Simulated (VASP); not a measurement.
# NiO (Fm-3m) in VASP: notebook

Runs on NiO. Level: PBEsol+U. Tasks: single point.

Everything below comes from runs of VASP 6.6.1. Logs are shortened: lines on timing, memory, paths and dates and some standing lists are left out, and cuts for length are marked.

**1. The cell of the first run**

It takes space group Fm-3m (No. 225, cubic). Conventional cell: a = 4.183 Å, b = 4.183 Å, c = 4.183 Å, α = 90.00°, β = 90.00°, γ = 90.00°. Within 2.8 Å of Ni (site symmetry m-3m) lie 6 O at 2.09 Å. Within 2.8 Å of O (site symmetry m-3m) lie 6 Ni at 2.09 Å.

**2. Single point, PBEsol+U, collinear spin, zero start**

File INCAR:

```
ALGO = Normal
EDIFF = 1E-6
ENCUT = 520
GGA = PS
ISIF = 2
ISMEAR = 0
ISPIN = 2
LASPH = True
LCHARG = False
LDAU = True
LDAUJ = 0 0
LDAUL = 2 -1
LDAUPRINT = 1
LDAUTYPE = 2
LDAUU = 4 0
LMAXMIX = 4
LORBIT = 11
LREAL = False
LWAVE = False
MAGMOM = 0 0
NBANDS = 19
NELM = 150
NUPDOWN = 0.0
PREC = Accurate
SIGMA = 0.05
```

File KPOINTS:

```
k-points
0
Gamma
  8 8 8
```

File POSCAR:

```
NiO
1.0
    0.0000000000      2.0913095100      2.0913095100
    2.0913095100      0.0000000000      2.0913095100
    2.0913095100      2.0913095100      0.0000000000
Ni O
1 1
Direct
    0.0000000000      0.0000000000      0.0000000000
    0.5000000000      0.5000000000      0.5000000000
```

Potentials or basis: VASP PAW PBE potentials, release 64 (Ni, O).

On the command line:

```console
> cat potpaw_PBE.64/Ni/POTCAR potpaw_PBE.64/O/POTCAR > POTCAR
> mpirun -np 1 vasp_std > vasp.out
```

OUTCAR:

```text
EDIFF = 1E-6
   ENCUT = 520
   GGA = PS
   ISIF = 2
   ISMEAR = 0
   ISPIN = 2
   LASPH = True
   LORBIT = 11
   LREAL = False
   NELM = 150
   NUPDOWN = 0.0
   PREC = Accurate

 ion  position               nearest neighbor table
   1  0.000  0.000  0.000-   2 2.09   2 2.09   2 2.09   2 2.09   2 2.09   2 2.09
   2  0.500  0.500  0.500-   1 2.09   1 2.09   1 2.09   1 2.09   1 2.09   1 2.09

  LATTYP: Found a face centered cubic cell.
 ALAT       =     4.1826190200

  Lattice vectors:

 A1 = (   0.0000000000,   2.0913095100,   2.0913095100)
 A2 = (   2.0913095100,   0.0000000000,   2.0913095100)
 A3 = (   2.0913095100,   2.0913095100,   0.0000000000)

Analysis of symmetry for initial positions (statically):
=====================================================================
 Subroutine PRICEL returns:
 Original cell was already a primitive cell.

 Routine SETGRP: Setting up the symmetry group for a
 face centered cubic supercell.

 Subroutine GETGRP returns: Found 48 space group operations
 (whereof 48 operations were pure point group operations)
 out of a pool of 48 trial point group operations.

The static configuration has the point symmetry O_h .

Analysis of symmetry for dynamics (positions and initial velocities):
=====================================================================
 Subroutine PRICEL returns:
 Original cell was already a primitive cell.

 Routine SETGRP: Setting up the symmetry group for a
 face centered cubic supercell.

 Subroutine GETGRP returns: Found 48 space group operations
 (whereof 48 operations were pure point group operations)
 out of a pool of 48 trial point group operations.

The dynamic configuration has the point symmetry O_h .

Analysis of structural, dynamic, and magnetic symmetry:
=====================================================================
[... 178 lines left out ...]
  o =  0.6691  v =  0.0000  0.0000  0.0000  0.0000  0.0000  0.0000 -0.0000  0.0533 -0.0000  0.9986      0.0000  0.0000  0.0000  0.0000  0.0000  0.0000  0.0000  0.0000  0.0000  0.0000
  o =  0.6691  v =  0.0000  0.0000  0.9996  0.0000  0.0287  0.0000  0.0000  0.0000  0.0000  0.0000      0.0000  0.0000  0.0000  0.0000  0.0000  0.0000  0.0000  0.0000  0.0000  0.0000
  o =  0.6691  v =  0.0000 -0.0000 -0.0287  0.0000  0.9996  0.0000  0.0000  0.0000  0.0000  0.0000      0.0000  0.0000  0.0000  0.0000  0.0000  0.0000  0.0000  0.0000  0.0000  0.0000
  o =  0.9679  v =  0.0000 -0.5351  0.0000 -0.8448  0.0000  0.0000  0.0000  0.0000  0.0000  0.0000      0.0000  0.0000  0.0000  0.0000  0.0000  0.0000  0.0000  0.0000  0.0000  0.0000
  o =  0.9679  v =  1.0000  0.0000  0.0000  0.0000  0.0000  0.0000  0.0000  0.0000  0.0000  0.0000      0.0000  0.0000  0.0000  0.0000  0.0000  0.0000  0.0000  0.0000  0.0000  0.0000
  o =  0.9679  v =  0.0000  0.8448 -0.0000 -0.5351  0.0000  0.0000  0.0000  0.0000  0.0000  0.0000      0.0000  0.0000  0.0000  0.0000  0.0000  0.0000  0.0000  0.0000  0.0000  0.0000
  o =  0.9679  v =  0.0000  0.0000  0.0000  0.0000  0.0000  0.0000 -0.6957 -0.0000  0.7183 -0.0000      0.0000  0.0000  0.0000  0.0000  0.0000  0.0000  0.0000  0.0000  0.0000  0.0000
  o =  0.9679  v =  0.0000  0.0000  0.0000  0.0000  0.0000  1.0000  0.0000  0.0000  0.0000  0.0000      0.0000  0.0000  0.0000  0.0000  0.0000  0.0000  0.0000  0.0000  0.0000  0.0000
  o =  0.9679  v =  0.0000  0.0000  0.0000  0.0000  0.0000  0.0000 -0.7183 -0.0000 -0.6957 -0.0000      0.0000  0.0000  0.0000  0.0000  0.0000  0.0000  0.0000  0.0000  0.0000  0.0000

 number of electron      16.0000005 magnetization       0.0000000

 Free energy of the ion-electron system (eV)
  ---------------------------------------------------
  ext. energy  EPLUGINS =         0.00000000
  ---------------------------------------------------
  free energy    TOTEN  =       -10.07919738 eV

  energy without entropy =      -10.07361177  energy(sigma->0) =      -10.07640457

 E-fermi :   7.3443     XC(G=0): -12.8916

 val. band max:        7.2960404409   @ k =   0.2500   0.1250   0.0000
 cond. band min:       7.3477735332   @ k =  -0.3750   0.3750   0.0000
 fundamental gap:      0.0517330923
 Fermi energy:         7.3443094892

 spin component 1

 k-point     1 :       0.0000    0.0000    0.0000
  band No.  band energies     occupation
      1     -12.8352      1.00000
      2       4.3067      1.00000
      3       4.3067      1.00000
      4       4.3067      1.00000
      5       4.3952      1.00000
      6       4.3952      1.00000
[... 1049 lines left out ...]
     18      37.8559      0.00000
     19      38.5839      0.00000

 [... further k-points ...]

------------------------ aborting loop because EDIFF is reached ----------------------------------------

  FORCE on cell =-STRESS in cart. coord.  units (eV):
  Direction    XX          YY          ZZ          XY          YZ          ZX
  --------------------------------------------------------------------------------------
  -------------------------------------------------------------------------------------
  Total       -2.0945053     -2.0945053     -2.0945053      0.0000000      0.0000000     -0.0000000
  in kB     -183.4455227   -183.4455227   -183.4455227      0.0000000      0.0000000     -0.0000000
  external PRESSURE =    -183.4455227 kB  Pullay stress =       0.0000000 kB

 VOLUME and BASIS-vectors are now :
 -----------------------------------------------------------------------------
  energy-cutoff  :      520.00
  volume of cell :       18.29
      direct lattice vectors                 reciprocal lattice vectors
     0.000000000  2.091309510  2.091309510    -0.239084649  0.239084649  0.239084649
     2.091309510  0.000000000  2.091309510     0.239084649 -0.239084649  0.239084649
     2.091309510  2.091309510  0.000000000     0.239084649  0.239084649 -0.239084649

 POSITION                                       TOTAL-FORCE (eV/Angst)
 -----------------------------------------------------------------------------------
      0.00000      0.00000      0.00000         0.000000      0.000000      0.000000
      2.09131      2.09131      2.09131        -0.000000      0.000000     -0.000000
 -----------------------------------------------------------------------------------
    total drift:                                0.000000     -0.000000     -0.000000

  FREE ENERGIE OF THE ION-ELECTRON SYSTEM (eV)
  ---------------------------------------------------
  free  energy   TOTEN  =       -10.0791973771 eV

  energy  without entropy=      -10.0736117679  energy(sigma->0) =      -10.07640457

 total charge

# of ion       s       p       d       tot
------------------------------------------
    1        0.321   0.380   8.454   9.155
    2        1.572   3.321   0.000   4.893
--------------------------------------------------
tot          1.893   3.702   8.454  14.048

 magnetization (x)

# of ion       s       p       d       tot
------------------------------------------
    1        0.000  -0.000   0.000   0.000
    2       -0.000  -0.000   0.000  -0.000
--------------------------------------------------
tot          0.000  -0.000   0.000   0.000
```

Run time: 8.2 s. Hardware: 1 thread of Intel Xeon 6975P-C (Granite Rapids), shared host; peak memory 0.15 GiB.

What came out:

```
Free energy                                           : -10.0792 eV
Pressure                                              : -18.3 GPa
Net moment                                            : 0.00 μB per cell
Valence electrons inside the program's atomic spheres : Ni 9.15; O 4.89
```

Eigenvalues of the final occupation matrices:
| site | spin | trace | eigenvalues |
| --- | --- | --- | --- |
| site 1 d | 1 | 4.24 | 0.67 0.67 0.97 0.97 0.97 |
| site 1 d | 2 | 4.24 | 0.67 0.67 0.97 0.97 0.97 |

Caveat: the PAW data sets were made with another functional, which shifts forces and pressure a little; the total moment is fixed, so each spin has its own Fermi level.

**3. Single point, PBEsol+U, collinear spin, ferromagnetic start**

File INCAR:

```
SYSTEM = NiO
ALGO = Normal ; EDIFF = 1E-6
ENCUT = 600 ; GGA = PS
GGA_COMPAT = .False. ; ISIF = 2
ISMEAR = 0 ; ISPIN = 2
LASPH = .True. ; LCHARG = .False.
LDAU = .True. ; LDAUJ = 0 0
LDAUL = 2 -1 ; LDAUPRINT = 1
LDAUTYPE = 2 ; LDAUU = 4 0
LMAXMIX = 4 ; LORBIT = 11
LREAL = .False. ; LWAVE = .False.
MAGMOM = 1.83 0.29 ; NBANDS = 23
NELM = 200 ; PREC = Accurate
SIGMA = 0.05
```

File KPOINTS:

```
k-points
0
Gamma
  8 8 8
  0 0 0
```

POSCAR is that of step 2.

Potentials or basis: VASP PAW PBE potentials, release 64 (Ni_sv_GW, O).

On the command line:

```console
> cat potpaw_PBE.64/Ni_sv_GW/POTCAR potpaw_PBE.64/O/POTCAR > POTCAR
> mpirun -np 1 vasp_std > vasp.out
```

It took 35 s on 1 thread of Intel Xeon Platinum 8259CL at 2.50GHz (Skylake/Cascade Lake), shared host; peak memory 0.17 GiB.

The run converged. Its results:

```yaml
Free_energy: -11.7042 eV
Pressure: -3.5 GPa
Band_gap_on_the_k_mesh: 1.28 eV, indirect (least direct gap 2.23 eV)
Net_moment: 2.00 μB per cell
Site_moments: Ni +1.73; O +0.23 μB
Valence_electrons_inside_the_program's_atomic_spheres: Ni 16.14; O 5.00
```

Levels at points of the mesh, in eV from the valence-band top:
Spin up:
```
           k point  band 10  band 11  band 12  band 13  band 14  band 15  band 16  band 17
(0.00, 0.00, 0.00)    -3.95    -2.19    -2.19    -2.19     1.92    17.95    18.67    18.67
(0.50, 0.00, 0.00)    -3.37    -2.47     0.00     0.00     5.87    10.42    14.19    14.19
(0.50, 0.50, 0.00)    -3.56    -3.56    -3.05    -3.05     6.31    11.05    11.94    16.91
```
Spin down:
| k point | band 9 | band 10 | band 11 | band 12 | band 13 | band 14 |
| --- | --- | --- | --- | --- | --- | --- |
| (0.00, 0.00, 0.00) | -1.73 | -1.73 | -1.73 | 1.28 | 1.28 | 2.30 |
| (0.50, 0.00, 0.00) | -1.73 | -1.73 | -1.39 | 3.89 | 3.89 | 6.07 |
| (0.50, 0.50, 0.00) | -3.15 | -1.85 | -1.85 | 1.76 | 2.28 | 6.87 |

Eigenvalues of the final occupation matrices:
```tsv
site	spin	trace	eigenvalues
site 1 d	1	4.73	0.93 0.93 0.93 0.97 0.97
site 1 d	2	3.02	0.13 0.13 0.92 0.92 0.92
```

Caveat: the PAW data sets were made with another functional, which shifts forces and pressure a little; a cell with one magnetic atom can't hold antiferromagnetic order, which such compounds often take. The state reached can hang on the start; a lower one may exist.
